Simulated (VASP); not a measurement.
# V (P6_3/mmc) in VASP: notebook

The runs below take V through single point, with PBE.

Everything below comes from runs of VASP 6.6.1. Logs are shortened: lines on timing, memory, paths and dates and some standing lists are left out, and cuts for length are marked.

### Step 1. The cell of the first run

The structure is hexagonal, space group P6_3/mmc (No. 194). Conventional cell: a = 2.474 Å, b = 2.474 Å, c = 4.487 Å, α = 90.00°, β = 90.00°, γ = 120.00°. V (site symmetry -6m2) has 12 V at 2.47 to 2.66 Å within 3.3 Å.

This isn't the form of V at room conditions, which is bcc.

### Step 2. Single point, PBE (strain -0.050 along x and y, -0.050 along z)

Contents of INCAR:

```
ALGO     = Fast           # electronic algorithm
EDIFF    = 1E-7           # SCF threshold, eV
ENCUT    = 520            # plane-wave cutoff, eV
GGA      = PE             # functional
ISIF     = 2              # what is computed and relaxed
ISMEAR   = 0              # smearing method
LASPH    = T              # aspherical terms in the spheres
LCHARG   = T              # write CHGCAR
LELF     = T              # ELF
LREAL    = F              # projectors in reciprocal space
LVHAR    = T            
LWAVE    = F              # write WAVECAR
NBANDS   = 20             # bands
NELM     = 80             # most SCF steps
PREC     = Accurate       # precision mode
SIGMA    = 0.15           # smearing width, eV
```

Contents of KPOINTS:

```
k-points
0
Gamma
  21 21 10
```

Contents of POSCAR:

```
V
1.0
    2.4740793975      0.0000000000      0.0000000000
   -1.2370396987      2.1426156093      0.0000000000
    0.0000000000      0.0000000000      4.4871692000
V
2
Direct
    0.6666666667      0.3333333333      0.7500000000
    0.3333333333      0.6666666667      0.2500000000
```

Potentials or basis: VASP PAW PBE potentials, release 64 (V_sv).

Run with:

```sh
$ cat potpaw_PBE.64/V_sv/POTCAR > POTCAR
$ mpirun -np 1 vasp_std > vasp.out
```

OUTCAR:

```text
EDIFF = 1E-7
   ENCUT = 520
   GGA = PE
   ISIF = 2
   ISMEAR = 0
   LASPH = T
   LREAL = F
   NELM = 80
   PREC = Accurate

 ion  position               nearest neighbor table
   1  0.667  0.333  0.750-   2 2.66   2 2.66   2 2.66   2 2.66   2 2.66   2 2.66
   2  0.333  0.667  0.250-   1 2.66   1 2.66   1 2.66   1 2.66   1 2.66   1 2.66

  LATTYP: Found a hexagonal cell.
 ALAT       =     2.4740793975
 C/A-ratio  =     1.8136722712

  Lattice vectors:

 A1 = (   2.4740793975,   0.0000000000,   0.0000000000)
 A2 = (  -1.2370396987,   2.1426156093,   0.0000000000)
 A3 = (   0.0000000000,   0.0000000000,   4.4871692000)

Analysis of symmetry for initial positions (statically):
=====================================================================
 Subroutine PRICEL returns:
 Original cell was already a primitive cell.

 Routine SETGRP: Setting up the symmetry group for a
 hexagonal supercell.

 Subroutine GETGRP returns: Found 24 space group operations
 (whereof 12 operations were pure point group operations)
 out of a pool of 24 trial point group operations.

The static configuration has the point symmetry D_3d.
 The point group associated with its full space group is D_6h.

Analysis of symmetry for dynamics (positions and initial velocities):
=====================================================================
 Subroutine PRICEL returns:
 Original cell was already a primitive cell.

 Routine SETGRP: Setting up the symmetry group for a
 hexagonal supercell.

 Subroutine GETGRP returns: Found 24 space group operations
 (whereof 12 operations were pure point group operations)
 out of a pool of 24 trial point group operations.

The dynamic configuration has the point symmetry D_3d.
 The point group associated with its full space group is D_6h.

 Subroutine INISYM returns: Found 24 space group operations
 (whereof 12 operations are pure point group operations),
 and found     1 'primitive' translations

----------------------------------------------------------------------------------------

                                     Primitive cell

  volume of cell :      23.7865

  direct lattice vectors                    reciprocal lattice vectors
     2.474079398  0.000000000  0.000000000     0.404190747  0.233359637  0.000000000
    -1.237039699  2.142615609  0.000000000     0.000000000  0.466719273  0.000000000
     0.000000000  0.000000000  4.487169200     0.000000000  0.000000000  0.222857654

  length of vectors
     2.474079398  2.474079398  4.487169200     0.466719273  0.466719273  0.222857654

  position of ions in fractional coordinates (direct lattice)
     0.666666667  0.333333333  0.750000000
     0.333333333  0.666666667  0.250000000

  ion indices of the primitive-cell ions
   primitive index   ion index
                 1           1
                 2           2

----------------------------------------------------------------------------------------

 KPOINTS: k-points

Automatic generation of k-mesh.
 Grid dimensions read from file:
 generate k-points for:   21   21   10

 Generating k-lattice:

  Cartesian coordinates                     Fractional coordinates (reciprocal lattice)
     0.019247178  0.011112364  0.000000000     0.047619048 -0.000000000  0.000000000
     0.000000000  0.022224727  0.000000000     0.000000000  0.047619048  0.000000000
     0.000000000  0.000000000  0.022285765     0.000000000  0.000000000  0.100000000

  Length of vectors
     0.022224727  0.022224727  0.022285765

  Shift w.r.t. Gamma in fractional coordinates (k-lattice)
     0.000000000  0.000000000  0.000000000

 Subroutine IBZKPT returns following result:
 ===========================================

 Found    288 irreducible k-points:

 Following reciprocal coordinates:
            Coordinates               Weight
  0.000000  0.000000  0.000000      1.000000
  0.047619  0.000000  0.000000      6.000000
  0.095238 -0.000000  0.000000      6.000000
  0.142857 -0.000000  0.000000      6.000000
  0.190476 -0.000000  0.000000      6.000000
  0.238095 -0.000000  0.000000      6.000000
[... 16 lines left out ...]
  0.142857  0.095238  0.000000     12.000000
  0.190476  0.095238  0.000000     12.000000
 [... further k-points ...]
   k-points           NKPTS =    288   k-points in BZ     NKDIM =    288   number of bands    NBANDS=     20
   number of dos      NEDOS =    301   number of ions     NIONS =      2
   total plane-waves  NPLWV =  11664
   dimension x,y,z NGX =    18 NGY =   18 NGZ =   36
   dimension x,y,z NGXF=    36 NGYF=   36 NGZF=   72
   ions per type =               2
   NGX,Y,Z   is equivalent  to a cutoff of  12.10, 12.10, 13.34 a.u.
   NGXF,Y,Z  is equivalent  to a cutoff of  24.19, 24.19, 26.68 a.u.
 SYSTEM =  unknown system
   PREC   = accura    normal or accurate (medium, high low for compatibility)
   ISTART =      0    job   : 0-new  1-cont  2-samecut
   ICHARG =      2    charge: 1-file 2-atom 10-const
   ISPIN  =      1    spin polarized calculation?
   LNONCOLLINEAR =      F non collinear calculations
   LSORBIT =      F    spin-orbit coupling
   LASPH  =      T    aspherical Exc in radial PAW
   ENCUT  =  520.0 eV  38.22 Ry    6.18 a.u.   4.60  4.60  8.34*2*pi/ulx,y,z
   NELM   =     80;   NELMIN=  2; NELMDL= -5     # of ELM steps
   EDIFF  = 0.1E-06   stopping-criterion for ELM
   LREAL  =      F    real-space projection
   EDIFFG = 0.1E-05   stopping-criterion for IOM
   NSW    =      0    number of steps for IOM
   IBRION =     -1    ionic relax: 0-MD 1-quasi-New 2-CG
   NFREE  =      0    steps in history (QN), initial steepest desc. (CG)
   ISIF   =      2    stress and relaxation
   ISYM   =      2    0-nonsym 1-usesym 2-fastsym
   POTIM  = 0.5000    time-step for ionic-motion
   TEBEG  =    0.0;   TEEND  =   0.0 temperature during run
   PSTRESS=    0.0 pullay stress
   NELECT =      26.0000    total number of electrons
   NUPDOWN=      -1.0000    fix difference up-down
   EMIN   =  10.00;   EMAX   =-10.00  energy-range for DOS
   EFERMI =   0.00;   METHOD = LEGACY
   ISMEAR =     0;   SIGMA  =   0.15  broadening in eV -4-tet -1-fermi 0-gaus
   EFERMI_NEDOS =   21; number of points for ismear=-14 and -15
   IALGO  =     68    algorithm
   IMIX   =      4    mixing-type and parameters
     AMIX     =   0.40;   BMIX     =  1.00
     AMIX_MAG =   1.60;   BMIX_MAG =  1.00
  volume/ion in A,a.u.               =      11.89        80.26
  Fermi-wavevector in a.u.,A,eV,Ry     =   1.686382  3.186799 38.693372  2.843883
  Thomas-Fermi vector in A             =   2.769056
   LORBIT       =      0    0 simple, 1 ext, 2 COOP (PROOUT), +10 PAW based schemes
   GGA     = PE    functional components
   LHFCALC =     F    Hartree Fock is set to
   AEXX    =    0.0000 exact exchange contribution
   IVDW    =     0    specifies the selected vdW correction
   LEPSILON=     F    determine dielectric tensor
   LRPA    =     F    only Hartree local field effects (RPA)
 non-spin polarized calculation
 RMM-DIIS sequential band-by-band and
 Gauss-broadening in eV      SIGMA  =   0.15
  energy-cutoff  :      520.00
  volume of cell :       23.79
 maximum number of plane-waves:       664
   NGX =  9   NGY =  9   NGZ = 17

 number of electron      25.9999987 magnetization

 Free energy of the ion-electron system (eV)
  ---------------------------------------------------
  ext. energy  EPLUGINS =         0.00000000
  ---------------------------------------------------
  free energy    TOTEN  =       -17.11058201 eV

  energy without entropy =      -17.07907292  energy(sigma->0) =      -17.09482746

 E-fermi :  11.7533     XC(G=0): -13.5762

 val. band max:       11.7522610306   @ k =   0.3333  -0.0000   0.0000
 cond. band min:      11.7571579872   @ k =   0.0952   0.0952   0.1000
 fundamental gap:      0.0048969566
 Fermi energy:        11.7532720746

 k-point     1 :       0.0000    0.0000    0.0000
  band No.  band energies     occupation
      1     -52.1847      2.00000
      2     -51.9839      2.00000
      3     -26.4523      2.00000
      4     -25.4031      2.00000
      5     -25.2220      2.00000
      6     -25.2220      2.00000
[... 12 lines left out ...]
     19      15.2240      0.00000
     20      15.2240      0.00000

 k-point     2 :       0.0476    0.0000    0.0000
  band No.  band energies     occupation
      1     -52.1775      2.00000
      2     -51.9786      2.00000
      3     -26.4422      2.00000
      4     -25.4035      2.00000
      5     -25.2533      2.00000
      6     -25.2303      2.00000
[... 12 lines left out ...]
     19      15.2394      0.00000
     20      15.4696      0.00000

 k-point     3 :       0.0952   -0.0000    0.0000
  band No.  band energies     occupation
      1     -52.1562      2.00000
      2     -51.9631      2.00000
      3     -26.4122      2.00000
      4     -25.4050      2.00000
      5     -25.3442      2.00000
      6     -25.2551      2.00000
[... 12 lines left out ...]
     19      15.2760      0.00000
     20      16.0690      0.00000

 k-point     4 :       0.1429   -0.0000    0.0000
  band No.  band energies     occupation
      1     -52.1226      2.00000
      2     -51.9390      2.00000
      3     -26.3641      2.00000
      4     -25.4864      2.00000
      5     -25.4083      2.00000
      6     -25.3963      2.00000
[... 12 lines left out ...]
     19      15.3159      0.00000
     20      16.8506      0.00000

 k-point     5 :       0.1905   -0.0000    0.0000
  band No.  band energies     occupation
      1     -52.0790      2.00000
      2     -51.9085      2.00000
      3     -26.3007      2.00000
      4     -25.6669      2.00000
      5     -25.5722      2.00000
      6     -25.4146      2.00000
[... 12 lines left out ...]
     19      15.3462      0.00000
     20      17.7278      0.00000
[... 353 lines left out ...]
      6     -25.5862      2.00000
[... 12 lines left out ...]
     19      17.3661      0.00000
     20      19.2602      0.00000

 k-point    22 :       0.0952    0.0952    0.0000
  band No.  band energies     occupation
      1     -52.1033      2.00000
      2     -51.9254      2.00000
      3     -26.3363      2.00000
      4     -25.5439      2.00000
      5     -25.4918      2.00000
      6     -25.4108      2.00000
[... 12 lines left out ...]
     19      15.2652      0.00000
     20      17.2753      0.00000

 k-point    23 :       0.1429    0.0952    0.0000
  band No.  band energies     occupation
      1     -52.0615      2.00000
      2     -51.8964      2.00000
      3     -26.2746      2.00000
      4     -25.7014      2.00000
      5     -25.6531      2.00000
      6     -25.4178      2.00000
[... 12 lines left out ...]
     19      15.2471      0.00000
     20      18.1036      0.00000

 k-point    24 :       0.1905    0.0952    0.0000
  band No.  band energies     occupation
      1     -52.0133      2.00000
      2     -51.8642      2.00000
      3     -26.2013      2.00000
      4     -25.8858      2.00000
      5     -25.8215      2.00000
      6     -25.4292      2.00000
[... 12 lines left out ...]
     19      15.2281      0.00000
     20      19.0047      0.00000

 [... further k-points ...]

------------------------ aborting loop because EDIFF is reached ----------------------------------------

  FORCE on cell =-STRESS in cart. coord.  units (eV):
  Direction    XX          YY          ZZ          XY          YZ          ZX
  --------------------------------------------------------------------------------------
  -------------------------------------------------------------------------------------
  Total        5.3711816      5.3711816      5.0291927      0.0000000      0.0000000      0.0000000
  in kB      361.7845989    361.7845990    338.7493883      0.0000000      0.0000000      0.0000000
  external PRESSURE =     354.1061954 kB  Pullay stress =       0.0000000 kB

 VOLUME and BASIS-vectors are now :
 -----------------------------------------------------------------------------
  energy-cutoff  :      520.00
  volume of cell :       23.79
      direct lattice vectors                 reciprocal lattice vectors
     2.474079398  0.000000000  0.000000000     0.404190747  0.233359637  0.000000000
    -1.237039699  2.142615609  0.000000000     0.000000000  0.466719273  0.000000000
     0.000000000  0.000000000  4.487169200     0.000000000  0.000000000  0.222857654

 POSITION                                       TOTAL-FORCE (eV/Angst)
 -----------------------------------------------------------------------------------
      1.23704      0.71421      3.36538         0.000000     -0.000000      0.000000
     -0.00000      1.42841      1.12179        -0.000000      0.000000      0.000000
 -----------------------------------------------------------------------------------
    total drift:                               -0.000000      0.000000     -0.000000

  FREE ENERGIE OF THE ION-ELECTRON SYSTEM (eV)
  ---------------------------------------------------
  free  energy   TOTEN  =       -17.1105820119 eV

  energy  without entropy=      -17.0790729173  energy(sigma->0) =      -17.09482746
```

Wall time 59 s (1 thread of Intel Xeon 6975P-C (Granite Rapids), shared host); peak memory 0.21 GiB.

What came out:

| Property | Result |
| --- | --- |
| Free energy | -17.1106 eV |
| Pressure | 35.4 GPa |
| Band gap on the k mesh | zero (bands 13 and 14 overlap by 2.62 eV) |

Caveat: the cell differs from its parent crystal (strain -0.050 along x and y, -0.050 along z); the cell stands under pressure.

### Step 3. Single point, PBE (strain -0.050 along x and y, -0.025 along z)

Contents of INCAR:

```
SYSTEM = V
ALGO     = Fast           ! electronic algorithm
EDIFF    = 1E-6           ! SCF threshold, eV
ENCUT    = 520            ! plane-wave cutoff, eV
GGA      = PE             ! functional
ISIF     = 2              ! what is computed and relaxed
ISMEAR   = 0              ! smearing method
LASPH    = .TRUE.         ! aspherical terms in the spheres
LCHARG   = .FALSE.        ! write CHGCAR
LREAL    = .FALSE.        ! projectors in reciprocal space
LWAVE    = .FALSE.        ! write WAVECAR
NBANDS   = 20             ! bands
NELM     = 80             ! most SCF steps
PREC     = Accurate       ! precision mode
SIGMA    = 0.15           ! smearing width, eV
```

Contents of KPOINTS:

```
k-points
0
G
  21 21 10
  0 0 0
```

Edit POSCAR of step 2 so:

```diff
@@ -4,3 +4,3 @@
    -1.2370396987      2.1426156093      0.0000000000
-    0.0000000000      0.0000000000      4.4871692000
+    0.0000000000      0.0000000000      4.6052526000
 V
```

Potentials or basis: VASP PAW PBE potentials, release 64 (V_sv).

Run with:

```sh
$ cat potpaw_PBE.64/V_sv/POTCAR > POTCAR
$ mpirun -np 1 vasp_std > vasp.out
```

It took 55 s on 1 thread of Intel Xeon 6975P-C (Granite Rapids), shared host; peak memory 0.22 GiB.

The run converged. Its results:

```
Free energy            : -17.2190 eV
Pressure               : 28.0 GPa
Band gap on the k mesh : zero (bands 13 and 14 overlap by 2.63 eV)
```

Stress tensor (GPa, compression positive):
```
31.12  0.00  0.00
 0.00 31.12  0.00
 0.00  0.00 21.69
```

Levels at points of the mesh, in eV from the Fermi level:
```csv
k point,band 9,band 10,band 11,band 12,band 13,band 14,band 15,band 16,band 17,band 18
"(0.00, 0.00, 0.00)",-7.13,-3.77,-0.95,-0.24,0.35,0.35,0.69,0.69,2.26,2.26
"(0.00, 0.00, 0.50)",-5.25,-5.25,-1.36,-1.36,0.41,0.41,0.41,0.41,2.97,2.97
```

Caveat: the cell differs from its parent crystal (strain -0.050 along x and y, -0.025 along z); the cell stands under pressure.
